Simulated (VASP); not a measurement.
A run of VASP 6.6.1:

The input INCAR:

```
SYSTEM = HfC
PREC = Accurate ; ENCUT = 520
EDIFF = 1E-6 ; ISMEAR = -1
SIGMA = 0.05 ; LREAL = .FALSE.
LASPH = .TRUE. ; NELM = 150
ALGO = Normal ; ISIF = 2
LWAVE = .FALSE. ; LCHARG = .TRUE.
LMAXMIX = 4 ; LDAU = .TRUE.
LDAUTYPE = 2 ; LDAUL = 2 -1
LDAUU = 3 0 ; LDAUJ = 0 0
LDAUPRINT = 1 ; LELF = .TRUE.
LVHAR = .TRUE. ; NBANDS = 14
```

File KPOINTS:

```
regular mesh
0
G
  10 10 10
  0 0 0
```

POSCAR

```
HfC
1.0
    0.0000000000      2.3019651432      2.3019651432
    2.3019651432      0.0000000000      2.3019651432
    2.3019651432      2.3019651432      0.0000000000
Hf C
1 1
Direct
    0.5000000000      0.5000000000      0.5000000000
    0.0000000000      0.0000000000      0.0000000000
```

Potentials or basis: VASP PAW LDA potentials, release 64 (Hf_pv, C).

Run with:

```console
$ cat potpaw_LDA.64/Hf_pv/POTCAR potpaw_LDA.64/C/POTCAR > POTCAR
$ mpirun -np 1 vasp_std > vasp.out
```

Hardware: 1 thread of Intel(R) Xeon(R) Platinum 8259CL CPU @ 2.50GHz (Skylake/Cascade Lake), on a shared host.

How long does it take, and how much memory?

It took 8.4 s on 1 thread of Intel(R) Xeon(R) Platinum 8259CL CPU @ 2.50GHz (Skylake/Cascade Lake), with other jobs on the host, peak memory 0.14 GiB. Counts: scf iterations 12, k points 47.
